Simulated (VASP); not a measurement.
Here is a VASP 6.6.1 calculation.

The input INCAR:

```
SYSTEM = Nb
PREC     = Accurate       ! precision mode
ENCUT    = 600            ! plane-wave cutoff, eV
EDIFF    = 1E-6           ! SCF threshold, eV
ISMEAR   = -1             ! smearing method
SIGMA    = 0.1            ! smearing width, eV
LREAL    = .FALSE.        ! projectors in reciprocal space
LASPH    = .TRUE.         ! aspherical terms in the spheres
NELM     = 100            ! most SCF steps
ALGO     = Normal         ! electronic algorithm
ISIF     = 3              ! what is computed and relaxed
LWAVE    = .FALSE.        ! write WAVECAR
LCHARG   = .FALSE.        ! write CHGCAR
GGA      = PE             ! functional
IBRION   = 2              ! ionic algorithm
NSW      = 32             ! ionic steps
EDIFFG   = -0.005         ! ionic threshold
PSTRESS  = 2000.0
```

Contents of KPOINTS:

```
regular mesh
0
G
  17 17 17
  0 0 0
```

POSCAR

```
Nb
1.0
    2.2728892369      0.0000000000      0.0000000000
    0.0000000000      2.2728892369      0.0000000000
    0.0000000000      0.0000000000      2.2728892369
Nb
1
Direct
    0.0000000000      0.0000000000      0.0000000000
```

Potentials or basis: VASP PAW PBE potentials, release 64 (Nb_sv).

Command:

```bash
$ cat potpaw_PBE.64/Nb_sv/POTCAR > POTCAR
$ mpirun -np 1 vasp_std > vasp.out
```

Predict the relaxed volume.

11.75 Å³/atom.

Estimate the space group after relaxing (to 0.05 Å).

Pm-3m (No. 221).

Estimate the relaxed cell.

a = 2.273 Å, b = 2.273 Å, c = 2.273 Å, α = 90.00°, β = 90.00°, γ = 90.00°.

Final structure:
```xyz
1
Lattice="2.2734 0.0000 0.0000 0.0000 2.2734 0.0000 0.0000 0.0000 2.2734" Properties=species:S:1:pos:R:3 pbc="T T T"
Nb    0.0000    0.0000    0.0000
```

Caveat: the cell is relaxed towards a set pressure, so the enthalpy falls and the energy may rise.
